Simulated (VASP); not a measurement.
# Tl (P6_3/mmc) in VASP: notebook, part 3 of 3

VASP 6.6.1. Earlier steps stand in the parts before.

### Step 6. Single point, PBE (strain +0.025 along x and y, +0.050 along z)

Input file INCAR:

```
SYSTEM = Tl
PREC = Accurate
ENCUT = 520
EDIFF = 1E-7
ISMEAR = 0
SIGMA = 0.15
LREAL = .FALSE.
LASPH = .TRUE.
NELM = 60
ALGO = Fast
ISIF = 2
LWAVE = .FALSE.
LCHARG = .FALSE.
GGA = PE
NBANDS = 20
```

Input file KPOINTS:

```
regular mesh
0
G
  18 18 10
  0 0 0
```

Input file POSCAR:

```
Tl
1.0
    3.5423983154      0.0000000000      0.0000000000
   -1.7711991577      3.0678069315      0.0000000000
    0.0000000000      0.0000000000      5.8012500000
Tl
2
Direct
    0.3333333333      0.6666666667      0.2500000000
    0.6666666667      0.3333333333      0.7500000000
```

Potentials or basis: VASP PAW PBE potentials, release 64 (Tl_d).

Run with:

```console
> cat potpaw_PBE.64/Tl_d/POTCAR > POTCAR
> mpirun -np 1 vasp_std > vasp.out
```

OUTCAR:

```text
SYSTEM = Tl
   PREC = Accurate
   ENCUT = 520
   EDIFF = 1E-7
   ISMEAR = 0
   LREAL = .FALSE.
   LASPH = .TRUE.
   NELM = 60
   ISIF = 2
   GGA = PE

 ion  position               nearest neighbor table
   1  0.333  0.667  0.250-   2 3.55   2 3.55   2 3.55   2 3.55   2 3.55   2 3.55
   2  0.667  0.333  0.750-   1 3.55   1 3.55   1 3.55   1 3.55   1 3.55   1 3.55

  LATTYP: Found a hexagonal cell.
 ALAT       =     3.5423983154
 C/A-ratio  =     1.6376616867

  Lattice vectors:

 A1 = (   3.5423983154,   0.0000000000,   0.0000000000)
 A2 = (  -1.7711991577,   3.0678069315,   0.0000000000)
 A3 = (   0.0000000000,   0.0000000000,   5.8012500000)

Analysis of symmetry for initial positions (statically):
=====================================================================
 Subroutine PRICEL returns:
 Original cell was already a primitive cell.

 Routine SETGRP: Setting up the symmetry group for a
 hexagonal supercell.

 Subroutine GETGRP returns: Found 24 space group operations
 (whereof 12 operations were pure point group operations)
 out of a pool of 24 trial point group operations.

The static configuration has the point symmetry D_3d.
 The point group associated with its full space group is D_6h.

Analysis of symmetry for dynamics (positions and initial velocities):
=====================================================================
 Subroutine PRICEL returns:
 Original cell was already a primitive cell.

 Routine SETGRP: Setting up the symmetry group for a
 hexagonal supercell.

 Subroutine GETGRP returns: Found 24 space group operations
 (whereof 12 operations were pure point group operations)
 out of a pool of 24 trial point group operations.

The dynamic configuration has the point symmetry D_3d.
 The point group associated with its full space group is D_6h.

 Subroutine INISYM returns: Found 24 space group operations
 (whereof 12 operations are pure point group operations),
 and found     1 'primitive' translations

----------------------------------------------------------------------------------------

[... 112 lines left out ...]
     AMIX_MAG =   1.60;   BMIX_MAG =  1.00
  volume/ion in A,a.u.               =      31.52       212.72
  Fermi-wavevector in a.u.,A,eV,Ry     =   1.218569  2.302762 20.203447  1.484911
  Thomas-Fermi vector in A             =   2.353851
   LORBIT       =      0    0 simple, 1 ext, 2 COOP (PROOUT), +10 PAW based schemes
   GGA     = PE    functional components
   LHFCALC =     F    Hartree Fock is set to
   AEXX    =    0.0000 exact exchange contribution
   IVDW    =     0    specifies the selected vdW correction
   LEPSILON=     F    determine dielectric tensor
   LRPA    =     F    only Hartree local field effects (RPA)
 non-spin polarized calculation
 RMM-DIIS sequential band-by-band and
 Gauss-broadening in eV      SIGMA  =   0.15
  energy-cutoff  :      520.00
  volume of cell :       63.04
 maximum number of plane-waves:      1737
 NGX is ok and might be reduce to    28
   NGX = 13   NGY = 13   NGZ = 21

 number of electron      26.0000000 magnetization

 Free energy of the ion-electron system (eV)
  ---------------------------------------------------
  ext. energy  EPLUGINS =         0.00000000
  ---------------------------------------------------
  free energy    TOTEN  =        -4.45354244 eV

  energy without entropy =       -4.44246668  energy(sigma->0) =       -4.44800456

 E-fermi :   5.6338     XC(G=0):  -9.7129

 val. band max:        5.6310768202   @ k =   0.0556   0.0000   0.3000
 cond. band min:       5.6443129315   @ k =   0.2778   0.1667   0.5000
 fundamental gap:      0.0132361114
 Fermi energy:         5.6338486588

 k-point     1 :       0.0000    0.0000    0.0000
  band No.  band energies     occupation
      1      -6.0277      2.00000
      2      -5.8965      2.00000
      3      -5.8640      2.00000
      4      -5.8640      2.00000
      5      -5.8274      2.00000
      6      -5.8274      2.00000
[... 541 lines left out ...]
     19      14.0967      0.00000
     20      15.0256      0.00000

 [... further k-points ...]

------------------------ aborting loop because EDIFF is reached ----------------------------------------

  FORCE on cell =-STRESS in cart. coord.  units (eV):
  Direction    XX          YY          ZZ          XY          YZ          ZX
  --------------------------------------------------------------------------------------
  -------------------------------------------------------------------------------------
  Total        0.0597761      0.0597761     -0.3562634      0.0000000      0.0000000      0.0000000
  in kB        1.5191173      1.5191173     -9.0538824      0.0000000      0.0000000      0.0000000
  external PRESSURE =      -2.0052160 kB  Pullay stress =       0.0000000 kB

 VOLUME and BASIS-vectors are now :
 -----------------------------------------------------------------------------
  energy-cutoff  :      520.00
  volume of cell :       63.04
      direct lattice vectors                 reciprocal lattice vectors
     3.542398315  0.000000000  0.000000000     0.282294624  0.162982877  0.000000000
    -1.771199158  3.067806931  0.000000000     0.000000000  0.325965754  0.000000000
     0.000000000  0.000000000  5.801250000     0.000000000  0.000000000  0.172376643

 POSITION                                       TOTAL-FORCE (eV/Angst)
 -----------------------------------------------------------------------------------
     -0.00000      2.04520      1.45031         0.000000     -0.000000      0.000000
      1.77120      1.02260      4.35094        -0.000000      0.000000      0.000000
 -----------------------------------------------------------------------------------
    total drift:                                0.000000     -0.000000      0.000000

  FREE ENERGIE OF THE ION-ELECTRON SYSTEM (eV)
  ---------------------------------------------------
  free  energy   TOTEN  =        -4.4535424401 eV

  energy  without entropy=       -4.4424666795  energy(sigma->0) =       -4.44800456
```

stdout:

```text
POSCAR found type information on POSCAR Tl
 POSCAR found :  1 types and       2 ions
 scaLAPACK will be used
 LDA part: xc-table for (Slater+PW92), standard interpolation
 POSCAR, INCAR and KPOINTS ok, starting setup
 FFT: planning ... GRIDC
 FFT: planning ... GRID_SOFT
 FFT: planning ... GRID
 WAVECAR not read
 entering main loop
```

Run time: 2.9 min. Hardware: 1 thread of Intel Xeon Platinum 8488C (Sapphire Rapids), shared host; peak memory 0.35 GiB.

Results:

| Quantity | Value |
| --- | --- |
| Free energy | -4.4535 eV |
| Pressure | -0.2 GPa |
| Band gap on the k mesh | zero (bands 13 and 14 overlap by 4.87 eV) |

Stress tensor (GPa, compression positive):
```
 0.15  0.00  0.00
 0.00  0.15  0.00
 0.00  0.00 -0.91
```

Levels at points of the mesh, in eV from the Fermi level:
```tsv
k point	band 10	band 11	band 12	band 13	band 14	band 15	band 16	band 17
(0.00, 0.00, 0.00)	-11.14	-9.45	-5.40	-2.56	7.58	7.58	9.39	9.39
(0.50, 0.00, 0.00)	-11.09	-5.65	-4.57	-0.93	0.33	1.30	3.51	3.85
(0.00, 0.00, 0.50)	-11.23	-8.20	-8.20	2.69	2.69	8.44	8.44	8.44
(0.50, 0.00, 0.50)	-11.10	-4.78	-4.78	-1.99	-1.99	5.28	5.28	5.46
```

Caveat: the cell differs from its parent crystal (strain +0.025 along x and y, +0.050 along z); spin-orbit coupling is left out, which moves the levels of the heavy elements.

### Step 7. Overview

```tsv
cell	further INCAR settings	gap on the mesh (eV)	pressure (GPa)
a = 3.283, b = 3.283, c = 5.663 Å, angles 90.0, 90.0, 120.0°, 2 atoms	ALGO = Fast; EDIFF = 1e-06; NBANDS = 20	none	7.2
a = 3.370, b = 3.370, c = 5.387 Å, angles 90.0, 90.0, 120.0°, 2 atoms	ALGO = Fast; EDIFF = 1e-06; NBANDS = 20	none	7.1
a = 3.283, b = 3.283, c = 5.801 Å, angles 90.0, 90.0, 120.0°, 2 atoms	ALGO = Fast; EDIFF = 1e-06; NBANDS = 20	none	5.9
a = 3.456, b = 3.456, c = 5.249 Å, angles 90.0, 90.0, 120.0°, 2 atoms	ALGO = Fast; EDIFF = 1e-06; NBANDS = 20	none	5.9
a = 3.542, b = 3.542, c = 5.801 Å, angles 90.0, 90.0, 120.0°, 2 atoms	ALGO = Fast; EDIFF = 1e-07; NBANDS = 20	none	-0.2
```

Alike in all rows: task single point; level PBE; potentials or basis VASP PAW PBE potentials, release 64 (Tl_d); no spin polarisation; k mesh 18 × 18 × 10; cutoff (eV) 520; smearing gaussian 0.15 eV.

Caveats: spin-orbit coupling is left out, which moves the levels of the heavy elements; the cell stands under pressure (at least some runs).

Total energies depend on the potentials used, so only differences within one code and one set of settings carry meaning.

The gap in the log of VASP goes by the Fermi energy; the results here count the filled bands.